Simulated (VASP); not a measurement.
The system is CO2.

```
C O
1.0
     5.06931    0.00000    0.00000
     0.00000    5.06931    0.00000
     0.00000    0.00000    7.23203
C O
4 8
Direct
  0.98879 0.01121 0.75000
  0.01121 0.98879 0.25000
  0.51121 0.51121 0.50000
  0.48879 0.48879 0.00000
  0.67499 0.34761 0.49267
  0.32501 0.65239 0.99267
  0.84761 0.82501 0.24267
  0.15239 0.17499 0.74267
  0.65239 0.32501 0.00733
  0.34761 0.67499 0.50733
  0.82501 0.84761 0.75733
  0.17499 0.15239 0.25733
```

Base run:

```yaml
Program: VASP 6.6.1
Functional: PBE
Potentials_or_basis: VASP PAW PBE potentials, release 64 (C, O)
Cutoff: 520 eV
k_mesh: 5 × 5 × 4
Occupations: fermi-dirac, width 0.02 eV
Spin: no spin polarisation
```

Its results: band gap on the k mesh 6.43 eV, direct; pressure 0.9 GPa; largest force 0.039 eV/Å.

Question: The run is repeated on the same cell with these changes: functional from PBE to r2SCAN. What comes out?

Answer: Band gap on the k mesh 7.05 eV, direct; pressure -2.4 GPa; largest force 0.778 eV/Å.

r2SCAN gives the wider gap, since meta-GGAs in the generalised Kohn-Sham scheme recover part of the derivative discontinuity.

Caveats: the PAW data sets were made with another functional, which shifts forces and pressure a little (some runs).

A k mesh can miss the band edges.
